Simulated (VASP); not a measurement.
Ru:

```
CELL_PARAMETERS angstrom
2.70580 0.00000 0.00000
-1.35290 2.34329 0.00000
0.00000 0.00000 4.28190
ATOMIC_POSITIONS crystal
Ru 0.66667 0.33333 0.75000
Ru 0.33333 0.66667 0.25000
```

- Program: VASP 6.6.1
- Task: relaxation of cell and atoms
- Functional: PBEsol
- Dispersion: D4
- Potentials or basis: VASP PAW PBE potentials, release 64 (Ru_pv)
- Cutoff: 600 eV
- k mesh: 11 × 11 × 6
- Occupations: fermi-dirac, width 0.05 eV
- Spin: no spin polarisation

At the start: pressure -9.6 GPa; volume 13.57 Å³/atom.

Problem. How do energy, volume and symmetry change on relaxing?

Solution. Over 10 steps the energy falls by 11.8 meV/atom and the volume is 13.19 Å³/atom (-2.8 %); space group P6_3/mmc (No. 194, to 0.1 Å) before and after.

Step by step:
```tsv
step	energy change (eV)	largest force (eV/Å)	pressure (GPa)	volume (Å³)
1	0.0000	0.0000	-9.57	27.15
2	0.2449	0.0000	40.83	24.09
3	-0.0236	0.0000	-0.40	26.41
4	-0.0236	0.0000	-0.04	26.39
5	-0.0236	0.0000	0.16	26.37
6	-0.0236	0.0000	-0.51	26.42
7	-0.0236	0.0000	-0.10	26.39
8	-0.0236	0.0000	-0.10	26.39
9	-0.0236	0.0000	0.00	26.38
10	-0.0236	0.0000	-0.01	26.39
```

Final structure:
```yaml
crystal:
  lattice:
    - [2.68031, 0.00000, 0.00000]
    - [-1.34015, 2.32122, 0.00000]
    - [0.00000, 0.00000, 4.24112]
  atoms:
    - { symbol: Ru, position: [0.66667, 0.33333, 0.75000] }
    - { symbol: Ru, position: [0.33333, 0.66667, 0.25000] }
```

Caveat: the PAW data sets were made with another functional, which shifts forces and pressure a little.
